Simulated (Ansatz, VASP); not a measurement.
One calculation of TiZnC4N4, two programs

File INCAR:

```
PREC = Accurate
ENCUT = 520
EDIFF = 1E-6
ISMEAR = 0
SIGMA = 0.1
LREAL = False
LASPH = True
NELM = 150
ALGO = Normal
ISIF = 2
LWAVE = False
LCHARG = True
ISPIN = 2
MAGMOM = 1 0 0 0 0 0 0 0 0 0
LORBIT = 11
LMAXMIX = 4
GGA = PE
LELF = True
LVHAR = True
NBANDS = 45
```

The input KPOINTS:

```
Automatic mesh
0
Gamma
  4 4 4
```

The input POSCAR:

```
TiZnC4N4
1.0
    5.9086026500      0.0000000000      0.0000000000
    0.0000000000      5.9086026500      0.0000000000
    0.0000000000      0.0000000000      5.9086026500
Ti Zn C N
1 1 4 4
Direct
    0.5000000000      0.5000000000      0.5000000000
    0.0000000000      0.0000000000      0.0000000000
    0.1873167900      0.1873167900      0.1873167900
    0.1873167900      0.8126832100      0.8126832100
    0.8126832100      0.1873167900      0.8126832100
    0.8126832100      0.8126832100      0.1873167900
    0.3016415900      0.3016415900      0.3016415900
    0.3016415900      0.6983584100      0.6983584100
    0.6983584100      0.3016415900      0.6983584100
    0.6983584100      0.6983584100      0.3016415900
```

Input for Ansatz:

```yaml
crystal:
  lattice:
    - [5.90860265, 0.0, 0.0]
    - [0.0, 5.90860265, 0.0]
    - [0.0, 0.0, 5.90860265]
  atoms:
    - { symbol: Ti, position: [0.5, 0.5, 0.5], spin: 1.0 }
    - { symbol: Zn, position: [0.0, 0.0, 0.0] }
    - { symbol: C, position: [0.18731679, 0.18731679, 0.18731679] }
    - { symbol: C, position: [0.18731679, 0.81268321, 0.81268321] }
    - { symbol: C, position: [0.81268321, 0.18731679, 0.81268321] }
    - { symbol: C, position: [0.81268321, 0.81268321, 0.18731679] }
    - { symbol: "N", position: [0.30164159, 0.30164159, 0.30164159] }
    - { symbol: "N", position: [0.30164159, 0.69835841, 0.69835841] }
    - { symbol: "N", position: [0.69835841, 0.30164159, 0.69835841] }
    - { symbol: "N", position: [0.69835841, 0.69835841, 0.30164159] }
basis:
  ecutwfc: 420
kpoints:
  mp_grid: { grid: [4, 4, 4] }
hamiltonian:
  xc: pbe
scf:
  occupations: { method: gaussian, width: 0.1 }
  lower_state_search: "off"
output:
  forces: true
  stress: true
  eigenvalues: true
  populations: true
magnetization:
  spin_polarized: true
```

Alike in both runs: task single point; functional PBE; k mesh 4 × 4 × 4; occupations gaussian, width 0.1 eV; collinear spin.

|  | VASP | Ansatz |
| --- | --- | --- |
| version | VASP 6.6.1 | Ansatz 0.2.0 |
| potentials or method | VASP PAW PBE potentials, release 64 (Ti_sv, Zn, C, N), cutoff 520 eV | scalar-relativistic, plane waves, PAW |
| valence electrons in the cell | 60 | 60 |

|  | VASP | Ansatz | Ansatz less VASP |
| --- | --- | --- | --- |
| gap on the k mesh at the Fermi level (eV) | 0.63 | 0.64 | +0.002 |
| least direct gap on the mesh (eV) | 0.83 | 0.83 | +0.001 |
| pressure (GPa) | 3.4 | 2.9 | -0.46 |
| rms of the force components (eV/Å) | 0.254 | 0.293 | +0.0386 |
| net moment per atom (μB) | 0.20 | 0.20 | 0.000 |
| size of the moment on the site where the two differ most (μB) | 1.32 | 1.02 | -0.304 |

Site moments also hang on the region over which each program counts them. Atom by atom the forces differ by 0.181 eV/Å (rms over components). One of these differences is far larger than is usual between the two programs; its cause wasn't traced. With one functional, cell and mesh, what is left measures potentials, basis and numerics.

Noted on VASP's run: the standard files for N, O and F lose accuracy on very short bonds.
